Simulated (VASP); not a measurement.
# Si9O16 (a cell with a defect) in VASP: notebook, part 2 of 2

VASP 6.6.1. The steps go on from the part before.

## (3) Single point, PBE

The input, INCAR:

```
PREC     = Accurate       # precision mode
ENCUT    = 520            # plane-wave cutoff, eV
EDIFF    = 1E-6           # SCF threshold, eV
ISMEAR   = -1             # smearing method
SIGMA    = 0.05           # smearing width, eV
LREAL    = Auto         
LASPH    = T              # aspherical terms in the spheres
NELM     = 80             # most SCF steps
ALGO     = Normal         # electronic algorithm
ISIF     = 2              # what is computed and relaxed
LWAVE    = F              # write WAVECAR
LCHARG   = F              # write CHGCAR
GGA      = PE             # functional
NBANDS   = 84             # bands
```

The input, KPOINTS:

```
regular mesh
0
Gamma
  3 3 3
```

The input, POSCAR:

```
Si9O16
1.0
   -4.1180000000     -4.1180000000      0.0000000000
    4.1180000000     -4.1180000000      0.0000000000
    0.0000000000      0.0000000000      5.2980000000
Si O
9 16
Direct
    0.4976790918      0.4728240651      0.0062440544
   -0.0185860855      0.5122038611      0.2371953567
    0.5423220010      0.6179213210      0.5125332201
   -0.0076999757      0.5010812288      0.7469001510
   -0.0120104420      0.0037450219      0.0014428086
    0.4954042011     -0.0192750121      0.2396506229
    0.0138201797      0.0098184798      0.5041630804
    0.5001707139     -0.0106520155      0.7691991317
    0.3411896552      0.3273404565      0.5273257833
    0.1926504371      0.4903629189     -0.0102918082
   -0.0144469403      0.2027228023      0.2493284258
    0.8001278533      0.4989911365     -0.0012070593
   -0.0085475959      0.8134932006      0.2430890902
    0.1522547353      0.5480815930      0.4770751227
   -0.0424968431      0.1963273434      0.7572525481
    0.7959917436      0.5039966003      0.4968080408
   -0.0081985187      0.8068651044      0.7545939977
    0.6963810102     -0.0152224381      0.0145296338
    0.5021284604      0.6867457504      0.2177489619
    0.2896762992     -0.0070886353     -0.0015092488
    0.4859065080      0.2704300631      0.2412382031
    0.6888054881     -0.0415019427      0.5024967912
    0.5108466489      0.6996276105      0.8010100038
    0.3193830743     -0.0798733609      0.5006864855
    0.5399364983      0.2696276105      0.7896747829
```

Potentials or basis: VASP PAW PBE potentials, release 64 (Si, O).

On the command line:

```console
$ cat potpaw_PBE.64/Si/POTCAR potpaw_PBE.64/O/POTCAR > POTCAR
$ mpirun -np 1 vasp_std > vasp.out
```

OUTCAR:

```text
PREC = Accurate
   ENCUT = 520
   EDIFF = 1E-6
   ISMEAR = -1
   LREAL = Auto
   LASPH = T
   NELM = 80
   ISIF = 2
   GGA = PE

 ion  position               nearest neighbor table
   1  0.498  0.473  0.006-  25 1.67  19 1.68  23 1.71  21 1.72  12 1.77  10 1.78   3 2.76   3 2.82
                             9 2.83   9 3.03   2 3.08   8 3.08   6 3.12
   2  0.981  0.512  0.237-  14 1.63  12 1.65  16 1.75  13 1.76  10 1.80  11 1.80   4 2.60   4 2.70
                             9 2.81   3 3.01   1 3.08   5 3.12
   3  0.542  0.618  0.513-  23 1.61  16 1.62  19 1.63   9 2.06  22 2.16  24 2.19  14 2.32  21 2.50
                            25 2.50   8 2.57   6 2.57   1 2.76   1 2.82   4 2.98   2 3.01
   4  0.992  0.501  0.747-  14 1.73  10 1.74  12 1.74  16 1.75  17 1.78  15 1.79   9 2.55   2 2.60
                             2 2.70   3 2.98   7 3.14
   5  0.988  0.004  0.001-  13 1.69  18 1.70  15 1.72  17 1.74  11 1.75  20 1.76   7 2.64   7 2.67
                             8 3.10   2 3.12   6 3.14
   6  0.495  0.981  0.240-  18 1.67  21 1.69  19 1.72  20 1.75  24 1.76  22 1.80   8 2.49   3 2.57
                             9 2.68   8 2.81   1 3.12   5 3.14   7 3.14
   7  0.014  0.010  0.504-  15 1.76  11 1.76  17 1.78  13 1.80  24 1.85  22 1.92   5 2.64   9 2.66
                             5 2.67   4 3.14   6 3.14
   8  0.500  0.989  0.769-  25 1.65  23 1.70  20 1.73  18 1.73  22 1.80  24 1.82   6 2.49   9 2.52
                             3 2.57   6 2.81   1 3.08   5 3.10
   9  0.341  0.327  0.527-  14 1.71  21 1.77  25 1.84   3 2.06  24 2.38   8 2.52   4 2.55   7 2.66
                             6 2.68   2 2.81   1 2.83   1 3.03
  10  0.193  0.490  0.990-   4 1.74   1 1.78   2 1.80
  11  0.986  0.203  0.249-   5 1.75   7 1.76   2 1.80
  12  0.800  0.499  0.999-   2 1.65   4 1.74   1 1.77
  13  0.991  0.813  0.243-   5 1.69   2 1.76   7 1.80
  14  0.152  0.548  0.477-   2 1.63   9 1.71   4 1.73   3 2.32
  15  0.958  0.196  0.757-   5 1.72   7 1.76   4 1.79
  16  0.796  0.504  0.497-   3 1.62   2 1.75   4 1.75
  17  0.992  0.807  0.755-   5 1.74   4 1.78   7 1.78
  18  0.696  0.985  0.015-   6 1.67   5 1.70   8 1.73
  19  0.502  0.687  0.218-   3 1.63   1 1.68   6 1.72
  20  0.290  0.993  0.998-   8 1.73   6 1.75   5 1.76
  21  0.486  0.270  0.241-   6 1.69   1 1.72   9 1.77   3 2.50
  22  0.689  0.958  0.502-   6 1.80   8 1.80   7 1.92   3 2.16
  23  0.511  0.700  0.801-   3 1.61   8 1.70   1 1.71
  24  0.319  0.920  0.501-   6 1.76   8 1.82   7 1.85   3 2.19   9 2.38
  25  0.540  0.270  0.790-   8 1.65   1 1.67   9 1.84   3 2.50

  LATTYP: Found a simple tetragonal cell.
[... 205 lines left out ...]
 NGX is ok and might be reduce to    48
   NGX = 21   NGY = 21   NGZ = 19

 number of electron     131.9999986 magnetization

 Free energy of the ion-electron system (eV)
  ---------------------------------------------------
  ext. energy  EPLUGINS =         0.00000000
  ---------------------------------------------------
  free energy    TOTEN  =      -173.03555104 eV

  energy without entropy =     -173.03555104  energy(sigma->0) =     -173.03555104

 E-fermi :  14.4541     XC(G=0): -12.7917

 val. band max:       13.3755585829   @ k =  -0.3333   0.3333   0.3333
 cond. band min:      15.4213080505   @ k =   0.0000   0.0000   0.0000
 fundamental gap:      2.0457494676
 Fermi energy:        14.4541409274

 k-point     1 :       0.0000    0.0000    0.0000
  band No.  band energies     occupation
      1     -13.7431      2.00000
      2     -12.0720      2.00000
      3     -11.3469      2.00000
      4     -11.1750      2.00000
      5     -10.7756      2.00000
      6     -10.5865      2.00000
[... 1123 lines left out ...]
     77      19.7049      0.00000
     78      19.9628      0.00000
 [bands above 78 left out]

------------------------ aborting loop because EDIFF is reached ----------------------------------------

  FORCE on cell =-STRESS in cart. coord.  units (eV):
  Direction    XX          YY          ZZ          XY          YZ          ZX
  --------------------------------------------------------------------------------------
  -------------------------------------------------------------------------------------
  Total       78.4548072     62.3561243     73.0405403      4.0133861     -3.8621755     -4.1404513
  in kB      699.5447595    556.0003463    651.2682783     35.7854834    -34.4372092    -36.9184641
  external PRESSURE =     635.6044614 kB  Pullay stress =       0.0000000 kB

 VOLUME and BASIS-vectors are now :
 -----------------------------------------------------------------------------
  energy-cutoff  :      520.00
  volume of cell :      179.69
      direct lattice vectors                 reciprocal lattice vectors
    -4.118000000 -4.118000000  0.000000000    -0.121418164 -0.121418164  0.000000000
     4.118000000 -4.118000000  0.000000000     0.121418164 -0.121418164  0.000000000
     0.000000000  0.000000000  5.298000000     0.000000000  0.000000000  0.188750472

 POSITION                                       TOTAL-FORCE (eV/Angst)
 -----------------------------------------------------------------------------------
     -0.10235     -3.99653      0.03308         0.069274      0.006694     -0.018402
     -1.93221     -6.15072      1.25666        -0.029306      0.035840     -0.074792
      0.31132     -4.77788      2.71540         0.155853      0.163421     -0.135429
     -2.02284     -6.14974      3.95708         0.894376      0.283572      0.028922
     -4.05312     -4.08396      0.00764        -0.109020      0.060751     -0.034641
      1.99855     -6.07870      1.26967        -0.025873     -0.144625      0.050699
[... 17 lines left out ...]
      2.47386     -5.10430      2.65264        -0.516126      0.475266     -0.016824
     -1.11313     -3.33379      4.18370         0.067383      0.089361     -0.079215
 -----------------------------------------------------------------------------------
    total drift:                               -0.007251     -0.008111      0.001216

  FREE ENERGIE OF THE ION-ELECTRON SYSTEM (eV)
  ---------------------------------------------------
  free  energy   TOTEN  =      -173.0355510432 eV

  energy  without entropy=     -173.0355510426  energy(sigma->0) =     -173.03555104
```

OSZICAR:

```text
N       E                     dE             d eps       ncg     rms          rms(c)
DAV:   1     0.743058659748E+03    0.74306E+03   -0.75109E+04  2352   0.155E+03
DAV:   2    -0.150360798764E+03   -0.89342E+03   -0.87075E+03  2768   0.346E+02
DAV:   3    -0.193227463819E+03   -0.42867E+02   -0.42622E+02  2856   0.771E+01
DAV:   4    -0.193688215485E+03   -0.46075E+00   -0.45937E+00  2848   0.878E+00
DAV:   5    -0.193694402647E+03   -0.61872E-02   -0.61804E-02  2792   0.935E-01    0.394E+01
DAV:   6    -0.173387598383E+03    0.20307E+02   -0.72007E+01  2648   0.312E+01    0.192E+01
DAV:   7    -0.173060090460E+03    0.32751E+00   -0.38386E+00  2800   0.736E+00    0.659E+00
DAV:   8    -0.173020243302E+03    0.39847E-01   -0.30541E-01  2688   0.232E+00    0.268E+00
DAV:   9    -0.173033999567E+03   -0.13756E-01   -0.73600E-02  2800   0.122E+00    0.640E-01
DAV:  10    -0.173035379081E+03   -0.13795E-02   -0.12178E-02  2688   0.551E-01    0.382E-01
DAV:  11    -0.173035507722E+03   -0.12864E-03   -0.16140E-03  2816   0.198E-01    0.212E-01
DAV:  12    -0.173035532048E+03   -0.24326E-04   -0.72243E-04  2744   0.142E-01    0.699E-02
DAV:  13    -0.173035553259E+03   -0.21211E-04   -0.92583E-05  2800   0.401E-02    0.204E-02
DAV:  14    -0.173035550875E+03    0.23846E-05   -0.24337E-05  2680   0.236E-02    0.656E-03
DAV:  15    -0.173035551043E+03   -0.16835E-06   -0.47789E-06  2760   0.110E-02
   1 F= -.17303555E+03 E0= -.17303555E+03  d E =-.604778E-09
```

It took 5.5 min on 1 thread of AMD EPYC 7R43 (Zen 3), shared host; peak memory 0.3 GiB.

Results:

| Quantity | Value |
| --- | --- |
| Free energy | -173.0356 eV |
| Pressure | 63.6 GPa |
| Largest force | 0.939 eV/Å |
| Band gap on the k mesh | 2.05 eV |

Forces on the atoms (eV/Å):
```
Si   0.069  0.007 -0.018
Si  -0.029  0.036 -0.075
Si   0.156  0.163 -0.135
Si   0.894  0.284  0.029
Si  -0.109  0.061 -0.035
Si  -0.026 -0.145  0.051
Si  -0.191 -0.320 -0.001
Si  -0.079 -0.018  0.061
Si  -0.097  0.044 -0.170
O   -0.042 -0.014  0.091
O    0.046  0.061  0.051
O    0.020 -0.154  0.065
O   -0.072  0.020  0.082
O   -0.362  0.241  0.321
O    0.016 -0.056 -0.048
O    0.082 -0.028  0.072
O   -0.026  0.000  0.042
O    0.075  0.088 -0.055
O    0.150 -0.140 -0.007
O    0.064 -0.031 -0.014
O   -0.134 -0.121 -0.147
O    0.092 -0.383 -0.055
O   -0.049 -0.158 -0.009
O   -0.516  0.475 -0.017
O    0.067  0.089 -0.079
```

Stress tensor (GPa, compression positive):
```
69.95  3.58 -3.69
 3.58 55.60 -3.44
-3.69 -3.44 65.13
```

Levels at points of the mesh, in eV from the valence-band top:
```csv
k point,band 64,band 65,band 66,band 67,band 68,band 69
"(0.00, 0.00, 0.00)",-3.88,-1.41,-0.42,2.05,2.64,2.91
```

## (4) Single point, PBE

The input, INCAR:

```
PREC = Accurate ; ENCUT = 520
EDIFF = 1E-7 ; ISMEAR = -1
SIGMA = 0.05 ; LREAL = Auto
LASPH = True ; NELM = 80
ALGO = Normal ; ISIF = 2
LWAVE = False ; LCHARG = True
GGA = PE ; LELF = True
LVHAR = True ; NBANDS = 84
```

The input, KPOINTS:

```
Automatic mesh
0
Gamma
  3 3 3
```

The input, POSCAR:

```
Si9O16
1.0
   -4.1180000000     -4.1180000000      0.0000000000
    4.1180000000     -4.1180000000      0.0000000000
    0.0000000000      0.0000000000      5.2980000000
Si O
9 16
Direct
    0.4976138902      0.4779434191      0.0167885995
   -0.0088329286      0.4958887810      0.2302193280
    0.5939592035      0.6320369111      0.5213403171
    0.0181356241      0.4584068723      0.7462770857
   -0.0235477173     -0.0146710782      0.0055424689
    0.4831061195     -0.0094417193      0.2515288788
   -0.0072017970     -0.0257343371      0.5044163835
    0.4841637931     -0.0055333900      0.7834409211
    0.3308189655      0.3957463575      0.5294781049
    0.1963558766      0.4817412579     -0.0040339751
    0.0008166586      0.1855424964      0.2652038505
    0.8011295532      0.4628840457     -0.0035581351
   -0.0602025255      0.8046488587      0.2410213288
    0.1996168043      0.6041911122      0.3833742922
   -0.0290796503      0.1601891695      0.7552013968
    0.8254547110      0.4773226081      0.5005126463
   -0.0146691355      0.7774260563      0.7552869007
    0.6826457018      0.0230165129      0.0188644772
    0.5415757649      0.7013625546      0.2243867497
    0.2794900437     -0.0272440505      0.0160235938
    0.4697027683      0.2793193298      0.2617072480
    0.6748077950     -0.0410309616      0.5174516799
    0.5260000000      0.7090927635      0.8103627784
    0.2959514327     -0.0172921321      0.5160890902
    0.4930846285      0.2748109519      0.7801755379
```

On the command line:

```console
$ cat potpaw_PBE.64/Si/POTCAR potpaw_PBE.64/O/POTCAR > POTCAR
$ mpirun -np 1 vasp_std > vasp.out
```

Wall time 5.8 min (1 thread of AMD EPYC 7R43 (Zen 3), shared host); peak memory 0.29 GiB.

It converged, with:

* Free energy: -174.1137 eV
* Pressure: 63.0 GPa
* Largest force: 0.096 eV/Å
* Band gap on the k mesh: 2.90 eV

Forces in eV/Å, atoms in the order of the input:
```
Si   0.009 -0.030  0.013
Si   0.029  0.077 -0.035
Si   0.009  0.095 -0.002
Si   0.010  0.011 -0.029
Si   0.006 -0.006  0.012
Si  -0.016  0.014  0.011
Si  -0.007  0.005 -0.014
Si  -0.033  0.041 -0.014
Si  -0.041 -0.044  0.033
O   -0.010 -0.004  0.006
O    0.010 -0.011 -0.004
O    0.001 -0.001 -0.015
O   -0.022  0.026  0.017
O    0.038 -0.068  0.007
O    0.010 -0.040 -0.003
O   -0.027 -0.036  0.000
O   -0.024  0.019  0.006
O   -0.025 -0.036 -0.004
O    0.007 -0.025 -0.040
O    0.043  0.040 -0.014
O    0.007  0.007  0.019
O   -0.009  0.007  0.001
O    0.007 -0.024  0.050
O    0.003 -0.013  0.005
O    0.025 -0.001 -0.007
```

Stress tensor (GPa, compression positive):
```
 63.27   1.16 -10.23
  1.16  54.63   0.48
-10.23   0.48  71.05
```

Levels at points of the mesh, in eV from the valence-band top:
| k point | band 63 | band 64 | band 65 | band 66 | band 67 | band 68 | band 69 | band 70 |
| --- | --- | --- | --- | --- | --- | --- | --- | --- |
| (0.00, 0.00, 0.00) | -3.61 | -2.99 | -1.01 | -0.30 | 2.90 | 3.32 | 4.08 | 4.14 |
